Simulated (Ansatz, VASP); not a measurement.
One calculation of LiF, two programs

File POSCAR:

```
LiF
1.0
    2.6619143200      0.0000000000      0.0000000000
    0.0000000000      2.6619143200      0.0000000000
    0.0000000000      0.0000000000      2.7642956400
Li F
1 1
Direct
    0.0000000000      0.0000000000      0.0000000000
    0.5000000000      0.5000000000      0.5000000000
```

Contents of INCAR.step1:

```
SYSTEM = LiF
  PREC = Accurate
  ENCUT = 520
  ISMEAR = 0
  SIGMA = 0.05
  LREAL = .FALSE.
  LASPH = .TRUE.
  NELM = 100
  NBANDS = 12
  GGA = PE
  ALGO = Normal
  EDIFF = 1E-4
  LWAVE = .TRUE.
  LCHARG = .FALSE.
```

The input INCAR.step2:

```
SYSTEM = LiF
  PREC = Accurate
  ENCUT = 520
  EDIFF = 1E-7
  ISMEAR = 0
  SIGMA = 0.05
  LREAL = .FALSE.
  LASPH = .TRUE.
  NELM = 100
  ALGO = Normal
  ISIF = 2
  LWAVE = .FALSE.
  LCHARG = .TRUE.
  METAGGA = R2SCAN
  LMIXTAU = .TRUE.
  LELF = .TRUE.
  LVHAR = .TRUE.
  NBANDS = 12
  ISTART = 1
```

File KPOINTS:

```
regular mesh
0
G
  10 10 10
  0 0 0
```

Input for Ansatz:

```yaml
crystal:
  lattice:
    - [2.66191432, 0.0, 0.0]
    - [0.0, 2.66191432, 0.0]
    - [0.0, 0.0, 2.76429564]
  atoms:
    - { symbol: Li, position: [0.0, 0.0, 0.0] }
    - { symbol: F, position: [0.5, 0.5, 0.5] }
basis:
  ecutwfc: 500
kpoints:
  mp_grid: { grid: [10, 10, 10] }
hamiltonian:
  xc: r2scan
scf:
  occupations: { method: gaussian, width: 0.05 }
output:
  forces: true
  stress: true
  eigenvalues: true
```

Change from the starting cell: strain +0.040 along x and y, +0.080 along z, atoms carried along.

Alike in both runs: task single point; functional r2SCAN; k mesh 10 × 10 × 10; occupations gaussian, width 0.05 eV; no spin polarisation.

```csv
,VASP,Ansatz
version,VASP 6.6.1,Ansatz 0.2.0
potentials or method,"VASP PAW PBE potentials, release 64 (Li_sv, F), cutoff 520 eV","scalar-relativistic, plane waves, PAW"
valence electrons in the cell,10,10
```

Ansatz gave:

| Property | Result |
| --- | --- |
| gap on the k mesh at the Fermi level (eV) | 7.19 |
| least direct gap on the mesh (eV) | 7.68 |

Question: Estimate VASP's values.

Answer: gap on the k mesh at the Fermi level (eV): 7.39; least direct gap on the mesh (eV): 7.90.

VASP's potentials were made for PBE, not for r2SCAN. With one functional, cell and mesh, what is left measures potentials, basis and numerics.

Noted on VASP's run: the cutoff is under 1.25 times that of the potentials, so the pressure is a little rough.
